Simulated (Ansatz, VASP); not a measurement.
# Two plane-wave programs on Ag

```xyz
1
Lattice="0.0000 2.2934 1.6214 2.2934 0.0000 1.6214 2.2934 2.2934 0.0000" Properties=species:S:1:pos:R:3 pbc="T T T"
Ag    0.0000    0.0000    0.0000
```

Alike in both runs: task single point; functional r2SCAN; k mesh 22 × 22 × 22; occupations gaussian, width 0.15 eV; no spin polarisation.

|  | VASP | Ansatz |
| --- | --- | --- |
| version | VASP 6.6.1 | Ansatz 0.2.0 |
| potentials or method | VASP PAW PBE potentials, release 64 (Ag), cutoff 520 eV | scalar-relativistic, plane waves, PAW |
| valence electrons in the cell | 11 | 19 |

|  | VASP | Ansatz | Ansatz less VASP |
| --- | --- | --- | --- |
| gap on the k mesh at the Fermi level (eV) | none | none | - |
| pressure (GPa) | 2.5 | 2.3 | -0.17 |

VASP's potentials were made for PBE, not for r2SCAN. A gap of «none» marks a metal or a gap that the smearing closes. VASP's potentials hold 11 valence electrons a cell and Ansatz's 19, so a difference there can come from the potentials and not from the codes.
